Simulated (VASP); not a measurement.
# Ta (Fmmm) in VASP: a series of runs

The runs below take Ta through single point, with PBE.

Program: VASP 6.6.1. These are calculated values, not measurements. Logs are shortened: lines on timing, memory, paths and dates and some standing lists are left out, and cuts for length are marked.

### 1 The cell of the first run

It takes space group Fmmm (No. 69, orthorhombic). Conventional cell: a = 3.303 Å, b = 4.624 Å, c = 4.717 Å, α = 90.00°, β = 90.00°, γ = 90.00°. Ta (site symmetry mmm) has 14 Ta at 2.84 to 3.30 Å within 3.7 Å.

### 2 Single point, PBE (strain -0.0200 x Voigt [0, 0, 0, 0, 1, 0])

Contents of INCAR:

```
SYSTEM = Ta
  ALGO = Fast
  EDIFF = 1E-6
  ENCUT = 520
  GGA = PE
  ISIF = 2
  ISMEAR = 0
  LASPH = .TRUE.
  LCHARG = .FALSE.
  LREAL = .FALSE.
  LWAVE = .FALSE.
  NBANDS = 12
  NELM = 100
  PREC = Accurate
  SIGMA = 0.15
```

Contents of KPOINTS:

```
k-points
0
G
  20 20 20
  0 0 0
```

Contents of POSCAR:

```
Ta
1.0
   -1.6677928000      1.6512800000      1.6677928000
    1.6347672000     -1.6512800000      1.6347672000
    1.6677928000      1.6512800000     -1.6677928000
Ta
1
Direct
    0.0000000000      0.0000000000      0.0000000000
```

Potentials or basis: VASP PAW PBE potentials, release 64 (Ta_pv).

The run is started by

```bash
$ cat potpaw_PBE.64/Ta_pv/POTCAR > POTCAR
$ mpirun -np 1 vasp_std > vasp.out
```

OUTCAR:

```text
SYSTEM = Ta
   EDIFF = 1E-6
   ENCUT = 520
   GGA = PE
   ISIF = 2
   ISMEAR = 0
   LASPH = .TRUE.
   LREAL = .FALSE.
   NELM = 100
   PREC = Accurate

 ion  position               nearest neighbor table
   1  0.000  0.000  0.000-

  LATTYP: Found a face centered orthorhombic cell.
 ALAT       =     3.3025600000
 B/A-ratio  =     1.4000714267
 C/A-ratio  =     1.4283556980

  Lattice vectors:

 A1 = (   3.3025600000,   0.0000000000,  -0.0330256000)
 A2 = (   1.6677928000,   1.6512800000,  -1.6677928000)
 A3 = (   1.6347672000,   1.6512800000,   1.6347672000)

Analysis of symmetry for initial positions (statically):
=====================================================================
 Subroutine PRICEL returns:
 Original cell was already a primitive cell.

 Routine SETGRP: Setting up the symmetry group for a
 face centered orthorhombic supercell.

 Subroutine GETGRP returns: Found  8 space group operations
 (whereof  8 operations were pure point group operations)
 out of a pool of  8 trial point group operations.

The static configuration has the point symmetry D_2h.

Analysis of symmetry for dynamics (positions and initial velocities):
=====================================================================
 Subroutine PRICEL returns:
 Original cell was already a primitive cell.

 Routine SETGRP: Setting up the symmetry group for a
 face centered orthorhombic supercell.

 Subroutine GETGRP returns: Found  8 space group operations
 (whereof  8 operations were pure point group operations)
 out of a pool of  8 trial point group operations.

The dynamic configuration has the point symmetry D_2h.

 Subroutine INISYM returns: Found  8 space group operations
 (whereof  8 operations are pure point group operations),
 and found     1 'primitive' translations

----------------------------------------------------------------------------------------

                                     Primitive cell

  volume of cell :      18.0085

  direct lattice vectors                    reciprocal lattice vectors
    -1.667792800  1.651280000  1.667792800     0.003028257  0.302795407  0.302825690
     1.634767200 -1.651280000  1.634767200     0.305853947  0.000000000  0.305853947
     1.667792800  1.651280000 -1.667792800     0.302825690  0.302795407  0.003028257

  length of vectors
[... 85 lines left out ...]
   NFREE  =      0    steps in history (QN), initial steepest desc. (CG)
   ISIF   =      2    stress and relaxation
   ISYM   =      2    0-nonsym 1-usesym 2-fastsym
   POTIM  = 0.5000    time-step for ionic-motion
   TEBEG  =    0.0;   TEEND  =   0.0 temperature during run
   PSTRESS=    0.0 pullay stress
   NELECT =      11.0000    total number of electrons
   NUPDOWN=      -1.0000    fix difference up-down
   EMIN   =  10.00;   EMAX   =-10.00  energy-range for DOS
   EFERMI =   0.00;   METHOD = LEGACY
   ISMEAR =     0;   SIGMA  =   0.15  broadening in eV -4-tet -1-fermi 0-gaus
   EFERMI_NEDOS =   21; number of points for ismear=-14 and -15
   IALGO  =     68    algorithm
   IMIX   =      4    mixing-type and parameters
     AMIX     =   0.40;   BMIX     =  1.00
     AMIX_MAG =   1.60;   BMIX_MAG =  1.00
  volume/ion in A,a.u.               =      18.01       121.53
  Fermi-wavevector in a.u.,A,eV,Ry     =   1.389034  2.624893 26.251284  1.929415
  Thomas-Fermi vector in A             =   2.513103
   LORBIT       =      0    0 simple, 1 ext, 2 COOP (PROOUT), +10 PAW based schemes
   GGA     = PE    functional components
   LHFCALC =     F    Hartree Fock is set to
   AEXX    =    0.0000 exact exchange contribution
   IVDW    =     0    specifies the selected vdW correction
   LEPSILON=     F    determine dielectric tensor
   LRPA    =     F    only Hartree local field effects (RPA)
 non-spin polarized calculation
 RMM-DIIS sequential band-by-band and
 Gauss-broadening in eV      SIGMA  =   0.15
  energy-cutoff  :      520.00
  volume of cell :       18.01
 maximum number of plane-waves:       495
 NGX is ok and might be reduce to    24
   NGX = 11   NGY = 11   NGZ = 11

 number of electron      11.0000002 magnetization

 Free energy of the ion-electron system (eV)
  ---------------------------------------------------
  ext. energy  EPLUGINS =         0.00000000
  ---------------------------------------------------
  free energy    TOTEN  =       -11.81562031 eV

  energy without entropy =      -11.80115589  energy(sigma->0) =      -11.80838810

 E-fermi :   5.4794     XC(G=0): -12.6188

 val. band max:        5.4779136796   @ k =   0.3500  -0.4000   0.1000
 cond. band min:       5.4800419222   @ k =   0.4000  -0.2500   0.1000
 fundamental gap:      0.0021282426
 Fermi energy:         5.4793536454

 k-point     1 :       0.0000    0.0000    0.0000
  band No.  band energies     occupation
      1     -27.6138      2.00000
      2     -27.5827      2.00000
      3     -27.5539      2.00000
      4      -2.4289      2.00000
      5       6.0594      0.00000
      6       6.2093      0.00000
      7       6.3852      0.00000
      8       9.4980      0.00000
      9       9.5127      0.00000
     10      20.3122      0.00000
     11      20.5019      0.00000
     12      20.6901      0.00000
[... 331 lines left out ...]
 k-point    24 :      -0.4000    0.0500    0.0000
  band No.  band energies     occupation
      1     -28.5889      2.00000
      2     -27.9176      2.00000
      3     -27.6023      2.00000
      4       1.0760      2.00000
      5       4.2271      2.00000
      6       5.7771      0.00500
      7       9.3100      0.00000
      8      10.1849      0.00000
      9      11.6334      0.00000
     10      18.4703      0.00000
     11      18.9759      0.00000
     12      20.1997      0.00000

 [... further k-points ...]

------------------------ aborting loop because EDIFF is reached ----------------------------------------

  FORCE on cell =-STRESS in cart. coord.  units (eV):
  Direction    XX          YY          ZZ          XY          YZ          ZX
  --------------------------------------------------------------------------------------
  -------------------------------------------------------------------------------------
  Total        0.3655836      0.3750241      0.3655836      0.0000000      0.0000000      0.1841191
  in kB       32.5250951     33.3649956     32.5250951      0.0000000      0.0000000     16.3806310
  external PRESSURE =      32.8050620 kB  Pullay stress =       0.0000000 kB

 VOLUME and BASIS-vectors are now :
 -----------------------------------------------------------------------------
  energy-cutoff  :      520.00
  volume of cell :       18.01
      direct lattice vectors                 reciprocal lattice vectors
    -1.667792800  1.651280000  1.667792800     0.003028257  0.302795407  0.302825690
     1.634767200 -1.651280000  1.634767200     0.305853947  0.000000000  0.305853947
     1.667792800  1.651280000 -1.667792800     0.302825690  0.302795407  0.003028257

 POSITION                                       TOTAL-FORCE (eV/Angst)
 -----------------------------------------------------------------------------------
      0.00000      0.00000      0.00000         0.000000     -0.000000     -0.000000
 -----------------------------------------------------------------------------------
    total drift:                                0.000000      0.000000     -0.000000

  FREE ENERGIE OF THE ION-ELECTRON SYSTEM (eV)
  ---------------------------------------------------
  free  energy   TOTEN  =       -11.8156203078 eV

  energy  without entropy=      -11.8011558904  energy(sigma->0) =      -11.80838810
```

OSZICAR:

```text
N       E                     dE             d eps       ncg     rms          rms(c)
DAV:   1     0.616049558378E+02    0.61605E+02   -0.60803E+03 28064   0.875E+02
DAV:   2    -0.112321628879E+02   -0.72837E+02   -0.70990E+02 31240   0.246E+02
DAV:   3    -0.122727042147E+02   -0.10405E+01   -0.10301E+01 33344   0.277E+01
DAV:   4    -0.122754573136E+02   -0.27531E-02   -0.27528E-02 31212   0.158E+00
DAV:   5    -0.122754663734E+02   -0.90598E-05   -0.90608E-05 33280   0.862E-02    0.135E+01
RMM:   6    -0.119228603513E+02    0.35261E+00   -0.24515E-01 29978   0.414E+00    0.660E+00
RMM:   7    -0.118158265691E+02    0.10703E+00   -0.26029E-01 31553   0.418E+00    0.346E-01
RMM:   8    -0.118155333577E+02    0.29321E-03   -0.10963E-02 33641   0.981E-01    0.295E-01
RMM:   9    -0.118156416946E+02   -0.10834E-03   -0.14830E-03 35235   0.356E-01    0.638E-02
RMM:  10    -0.118156188123E+02    0.22882E-04   -0.21047E-04 35196   0.128E-01    0.104E-02
RMM:  11    -0.118156195457E+02   -0.73346E-06   -0.42919E-05 36271   0.513E-02    0.518E-03
RMM:  12    -0.118156203078E+02   -0.76203E-06   -0.70514E-06 31959   0.184E-02
   1 F= -.11815620E+02 E0= -.11808388E+02  d E =-.144644E-01
```

It took 99 s on 1 thread of Intel Xeon Platinum 8488C (Sapphire Rapids), shared host; peak memory 0.34 GiB.

Results:

- Free energy: -11.8156 eV
- Pressure: 3.3 GPa

Levels at points of the mesh, in eV from the Fermi level:
```
           k point  band 4  band 5  band 6  band 7  band 8  band 9
(0.00, 0.00, 0.00)   -7.91    0.58    0.73    0.91    4.02    4.03
(0.50, 0.00, 0.00)   -4.37   -1.54    1.60    3.90    4.92    7.80
(0.00, 0.50, 0.00)   -4.35   -1.49    1.75    3.77    4.76    7.94
(0.50, 0.00, 0.50)   -4.39   -1.58    1.44    4.04    5.08    7.68
(0.50, 0.50, 0.50)   -3.80   -3.79    6.63    6.84    7.06    8.56
```

Caveat: the cell differs from its parent crystal (strain -0.0200 x Voigt [0, 0, 0, 0, 1, 0]); spin-orbit coupling is left out, which moves the levels of the heavy elements.

### 3 Single point, PBE (strain +0.0150 x Voigt [0, 0, 0, 0, 1, 0])

Contents of INCAR:

```
ALGO = Fast ; EDIFF = 1E-7
ENCUT = 520 ; GGA = PE
ISIF = 2 ; ISMEAR = 0
LASPH = True ; LCHARG = True
LELF = True ; LREAL = False
LVHAR = True ; LWAVE = False
NBANDS = 12 ; NELM = 80
PREC = Accurate ; SIGMA = 0.15
```

Contents of KPOINTS:

```
k-points
0
Gamma
  20 20 20
```

Contents of POSCAR:

```
Ta
1.0
   -1.6388954000      1.6512800000      1.6388954000
    1.6636646000     -1.6512800000      1.6636646000
    1.6388954000      1.6512800000     -1.6388954000
Ta
1
Direct
    0.0000000000      0.0000000000      0.0000000000
```

Potentials or basis: VASP PAW PBE potentials, release 64 (Ta_pv).

The run is started by

```bash
$ cat potpaw_PBE.64/Ta_pv/POTCAR > POTCAR
$ mpirun -np 1 vasp_std > vasp.out
```

It took 2.3 min on 1 thread of Intel Xeon Platinum 8488C (Sapphire Rapids), shared host; peak memory 0.34 GiB.

Results (log left out):

| Item | Value |
| --- | --- |
| Free energy | -11.8164 eV |
| Pressure | 3.3 GPa |

Stress tensor (GPa, compression positive):
```
 3.28  0.00 -1.24
 0.00  3.33  0.00
-1.24  0.00  3.28
```

Levels at points of the mesh, in eV from the Fermi level:
```tsv
k point	band 2	band 3	band 4	band 5	band 6	band 7	band 8	band 9	band 10	band 11
(0.00, 0.00, 0.00)	-33.06	-33.04	-7.91	0.62	0.74	0.87	4.02	4.03	14.88	15.02
(0.50, 0.00, 0.00)	-33.44	-33.07	-4.37	-1.53	1.60	3.90	4.92	7.80	11.75	11.95
(0.00, 0.50, 0.00)	-33.42	-33.05	-4.39	-1.57	1.48	4.00	5.04	7.71	11.55	12.07
(0.50, 0.00, 0.50)	-33.47	-33.09	-4.35	-1.50	1.71	3.80	4.80	7.91	11.84	11.93
(0.50, 0.50, 0.50)	-33.88	-33.86	-3.80	-3.79	6.69	6.84	7.01	8.58	8.67	8.75
```

Caveat: the cell differs from its parent crystal (strain +0.0150 x Voigt [0, 0, 0, 0, 1, 0]); spin-orbit coupling is left out, which moves the levels of the heavy elements.

### 4 Single point, PBE (strain -0.0100 x Voigt [0, 0, 0, 0, 1, 0])

Contents of INCAR:

```
PREC = Accurate
ENCUT = 520
EDIFF = 1E-7
ISMEAR = 0
SIGMA = 0.15
LREAL = F
LASPH = T
NELM = 60
ALGO = Fast
ISIF = 2
LWAVE = F
LCHARG = F
GGA = PE
NBANDS = 12
```

Contents of KPOINTS:

```
Automatic mesh
0
Gamma
  20 20 20
```

Contents of POSCAR:

```
Ta
1.0
   -1.6595364000      1.6512800000      1.6595364000
    1.6430236000     -1.6512800000      1.6430236000
    1.6595364000      1.6512800000     -1.6595364000
Ta
1
Direct
    0.0000000000      0.0000000000      0.0000000000
```

The run is started by

```bash
$ cat potpaw_PBE.64/Ta_pv/POTCAR > POTCAR
$ mpirun -np 1 vasp_std > vasp.out
```

Run time: 2.3 min. Hardware: 1 thread of Intel Xeon Platinum 8488C (Sapphire Rapids), shared host; peak memory 0.35 GiB.

The run converged. Its results:

```yaml
Free_energy: -11.8170 eV
Pressure: 3.3 GPa
```

Stress tensor (GPa, compression positive):
```
3.33 0.00 0.83
0.00 3.35 0.00
0.83 0.00 3.33
```

Levels at points of the mesh, in eV from the Fermi level:
```
           k point  band 4  band 5  band 6  band 7  band 8  band 9
(0.00, 0.00, 0.00)   -7.91    0.66    0.74    0.82    4.02    4.02
(0.50, 0.00, 0.00)   -4.37   -1.53    1.60    3.90    4.93    7.80
(0.00, 0.50, 0.00)   -4.36   -1.51    1.67    3.83    4.84    7.87
(0.50, 0.00, 0.50)   -4.38   -1.56    1.52    3.97    5.00    7.74
(0.50, 0.50, 0.50)   -3.79   -3.79    6.74    6.84    6.95    8.61
```

Caveat: the cell differs from its parent crystal (strain -0.0100 x Voigt [0, 0, 0, 0, 1, 0]); spin-orbit coupling is left out, which moves the levels of the heavy elements.

### 5 Single point, PBE (strain +0.0050 x Voigt [0, 0, 0, 0, 1, 0])

Contents of INCAR:

```
PREC = Accurate
ENCUT = 520
EDIFF = 1E-7
ISMEAR = 0
SIGMA = 0.15
LREAL = False
LASPH = True
NELM = 100
ALGO = Fast
ISIF = 2
LWAVE = False
LCHARG = False
GGA = PE
NBANDS = 12
```

KPOINTS is that of step 4.

Contents of POSCAR:

```
Ta
1.0
   -1.6471518000      1.6512800000      1.6471518000
    1.6554082000     -1.6512800000      1.6554082000
    1.6471518000      1.6512800000     -1.6471518000
Ta
1
Direct
    0.0000000000      0.0000000000      0.0000000000
```

The run is started by

```bash
$ cat potpaw_PBE.64/Ta_pv/POTCAR > POTCAR
$ mpirun -np 1 vasp_std > vasp.out
```

Run time: 2.3 min. Hardware: 1 thread of Intel Xeon Platinum 8488C (Sapphire Rapids), shared host; peak memory 0.34 GiB.

The run converged. Its results:

```
Free energy : -11.8174 eV
Pressure    : 3.2 GPa
```

Stress tensor (GPa, compression positive):
```
 3.22  0.00 -0.41
 0.00  3.22  0.00
-0.41  0.00  3.22
```

Levels at points of the mesh, in eV from the Fermi level:
```
           k point  band 3  band 4  band 5  band 6  band 7  band 8  band 9  band 10
(0.00, 0.00, 0.00)  -33.06   -7.91    0.70    0.74    0.78    4.02    4.02    14.97
(0.50, 0.00, 0.00)  -33.07   -4.37   -1.53    1.60    3.90    4.93    7.81    11.74
(0.00, 0.50, 0.00)  -33.06   -4.37   -1.54    1.56    3.93    4.97    7.77    11.68
(0.50, 0.00, 0.50)  -33.08   -4.36   -1.52    1.64    3.87    4.89    7.84    11.80
(0.50, 0.50, 0.50)  -33.87   -3.79   -3.79    6.79    6.85    6.90    8.64     8.67
```

Caveat: the cell differs from its parent crystal (strain +0.0050 x Voigt [0, 0, 0, 0, 1, 0]); spin-orbit coupling is left out, which moves the levels of the heavy elements.

### 6 Overview

```tsv
cell	further INCAR settings	gap on the mesh (eV)	pressure (GPa)
a = 2.879, b = 2.841 Å, angles 109.5, 110.0, 109.5°, 1 atom	ALGO = Fast; EDIFF = 1e-06; NBANDS = 12	none	3.3
a = 2.846, b = 2.874 Å, angles 109.5, 109.1, 109.5°, 1 atom	ALGO = Fast; EDIFF = 1e-07; NBANDS = 12	none	3.3
a = 2.870, b = 2.851 Å, angles 109.5, 109.7, 109.5°, 1 atom	ALGO = Fast; EDIFF = 1e-07; NBANDS = 12	none	3.3
a = 2.855, b = 2.865 Å, angles 109.5, 109.3, 109.5°, 1 atom	ALGO = Fast; EDIFF = 1e-07; NBANDS = 12	none	3.2
```

Alike in all rows: task single point; level PBE; potentials or basis VASP PAW PBE potentials, release 64 (Ta_pv); no spin polarisation; k mesh 20 × 20 × 20; cutoff (eV) 520; smearing gaussian 0.15 eV.

Caveats: spin-orbit coupling is left out, which moves the levels of the heavy elements.

Total energies depend on the potentials used, so only differences within one code and one set of settings carry meaning.
